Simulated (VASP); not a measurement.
A run of VASP 6.6.1 is set up as follows.

Contents of INCAR:

```
SYSTEM = TePb
ALGO = Normal ; EDIFF = 1E-7
ENCUT = 520 ; GGA = PE
ISIF = 2 ; ISMEAR = 0
LASPH = .TRUE. ; LCHARG = .FALSE.
LREAL = .FALSE. ; LWAVE = .FALSE.
NBANDS = 17 ; NELM = 60
PREC = Accurate ; SIGMA = 0.05
```

Contents of KPOINTS:

```
k-points
0
G
  8 8 8
  0 0 0
```

Contents of POSCAR:

```
TePb
1.0
   -0.6993365950      2.9179216550      2.9179216550
    2.9179216550     -0.6993365950      2.9179216550
    2.9179216550      2.9179216550     -0.6993365950
Te Pb
1 1
Direct
    0.5000000000      0.5000000000      0.5000000000
    0.0000000000      0.0000000000      0.0000000000
```

Potentials or basis: VASP PAW PBE potentials, release 64 (Te, Pb_d).

Launch:

```bash
$ cat potpaw_PBE.64/Te/POTCAR potpaw_PBE.64/Pb_d/POTCAR > POTCAR
$ mpirun -np 1 vasp_std > vasp.out
```

Question: Predict the pressure.

Answer: 0.3 GPa.

Question: Predict the band gap on the k mesh.

Answer: Zero (band 10 reaches 6.11 eV, above the bottom of band 11 at 5.05 eV).

Stress tensor (GPa, compression positive):
```
0.29 1.20 1.20
1.20 0.29 1.20
1.20 1.20 0.29
```

Caveat: spin-orbit coupling is left out, which moves the levels of the heavy elements.
